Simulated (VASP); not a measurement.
Write the native input for VASP 6.6.1 that does the following.

- Task: single point
- Functional: LDA
- Potentials or basis: VASP PAW LDA potentials, release 64 (Sb)
- Cutoff: 520 eV
- k mesh: 6 × 6 × 1
- Occupations: fermi-dirac, width 0.02 eV
- Spin: no spin polarisation
- Dipole correction: yes
- Further INCAR settings: ALGO = Normal; EDIFF = 1e-06; NBANDS = 18

The structure of Sb lies in POSCAR:

```
Sb
1.0
    4.6544204154      0.0000000000      0.0000000000
    0.0000000000      4.2910966756      0.0000000000
    0.0000000000      0.0000000000     29.0216962420
Sb
4
Direct
    0.0425153727      0.0000000000      0.3751943012
    0.4574846273      0.5000000000      0.3751943012
    0.5425153727      0.5000000000      0.2794883142
    0.9574846273      0.0000000000      0.2794883142
```

These files were run (other wordings do the same):

INCAR

```
PREC     = Accurate       # precision mode
ENCUT    = 520            # plane-wave cutoff, eV
EDIFF    = 1E-6           # SCF threshold, eV
ISMEAR   = -1             # smearing method
SIGMA    = 0.02           # smearing width, eV
LREAL    = F              # projectors in reciprocal space
LASPH    = T              # aspherical terms in the spheres
NELM     = 100            # most SCF steps
ALGO     = Normal         # electronic algorithm
ISIF     = 2              # what is computed and relaxed
LWAVE    = F              # write WAVECAR
LCHARG   = F              # write CHGCAR
LDIPOL   = T            
IDIPOL   = 3            
DIPOL    = 0.5 0.5 0.327
NBANDS   = 18             # bands
```

KPOINTS

```
Automatic mesh
0
Gamma
  6 6 1
```

Potentials or basis: VASP PAW LDA potentials, release 64 (Sb).

Launch:

```bash
$ cat potpaw_LDA.64/Sb/POTCAR > POTCAR
$ mpirun -np 1 vasp_std > vasp.out
```

It gave:

```json
{"Largest force": "0.089 eV/Å", "Band gap on the k mesh": "0.23 eV, indirect (least direct gap 0.25 eV)"}
```

Caveat: spin-orbit coupling is left out, which moves the levels of the heavy elements.

Run time: 88 s on 1 thread of Intel(R) Xeon(R) 6975P-C (Granite Rapids) (shared host), peak memory 0.44 GiB.
